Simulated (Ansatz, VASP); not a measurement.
## Ca2BBrN2: VASP beside Ansatz

Contents of INCAR:

```
PREC = Accurate
ENCUT = 600
EDIFF = 1E-7
ISMEAR = 0
SIGMA = 0.02
LREAL = False
LASPH = True
NELM = 100
ALGO = Normal
ISIF = 3
LWAVE = False
LCHARG = False
GGA = PS
IBRION = 2
NSW = 70
EDIFFG = -0.01
```

Contents of KPOINTS:

```
Automatic mesh
0
Gamma
  6 6 6
```

Contents of POSCAR:

```
Ca2BBrN2
1.0
    1.9113596557      1.1035240133      8.5635816713
   -1.9113596557      1.1035240133      8.5635816713
    0.0000000000     -2.2070480219      8.5635816719
B Br Ca N
1 1 2 2
Direct
    0.5000000000      0.5000000000      0.5000000000
    0.0000000000      0.0000000000      0.0000000000
    0.2491711044      0.2491711044      0.2491711044
    0.7508288956      0.7508288956      0.7508288956
    0.4476295293      0.4476295293      0.4476295293
    0.5523704707      0.5523704707      0.5523704707
```

Input for Ansatz:

```yaml
crystal:
  lattice:
    - [1.9113596557, 1.1035240133, 8.5635816713]
    - [-1.9113596557, 1.1035240133, 8.5635816713]
    - [0.0, -2.2070480219, 8.5635816719]
  atoms:
    - { symbol: B, position: [0.5, 0.5, 0.5] }
    - { symbol: Br, position: [0.0, 0.0, 0.0] }
    - { symbol: Ca, position: [0.2491711044, 0.2491711044, 0.2491711044] }
    - { symbol: Ca, position: [0.7508288956, 0.7508288956, 0.7508288956] }
    - { symbol: "N", position: [0.4476295293, 0.4476295293, 0.4476295293] }
    - { symbol: "N", position: [0.5523704707, 0.5523704707, 0.5523704707] }
basis:
  ecutwfc: 420
kpoints:
  mp_grid: { grid: [6, 6, 6] }
hamiltonian:
  xc: pbesol
scf:
  occupations: { method: gaussian, width: 0.02 }
output:
  forces: true
  stress: true
  eigenvalues: true
relax:
  adjacent_minimum: "off"
  f_tol: 0.01
  max_steps: 50
  cell: { stress_tol: 0.1 }
```

Alike in both runs: task relaxation of cell and atoms; functional PBEsol; k mesh 6 × 6 × 6; occupations gaussian, width 0.02 eV; no spin polarisation.

|  | VASP | Ansatz |
| --- | --- | --- |
| version | VASP 6.6.1 | Ansatz 0.2.0 |
| potentials or method | VASP PAW PBE potentials, release 64 (B, Br, Ca_sv, N), cutoff 600 eV | scalar-relativistic, plane waves, PAW |
| valence electrons in the cell | 40 | 40 |

```tsv
	VASP	Ansatz	Ansatz less VASP
gap on the k mesh at the Fermi level, each at its own relaxed structure (eV)	2.98	3.00	+0.018
relaxed volume (Å³/atom)	18.14	18.08	-0.057
relaxed length of the cell vector where the two differ most in proportion (Å)	8.853	8.850	-0.0032
```

VASP's potentials were made for PBE, not for PBEsol.
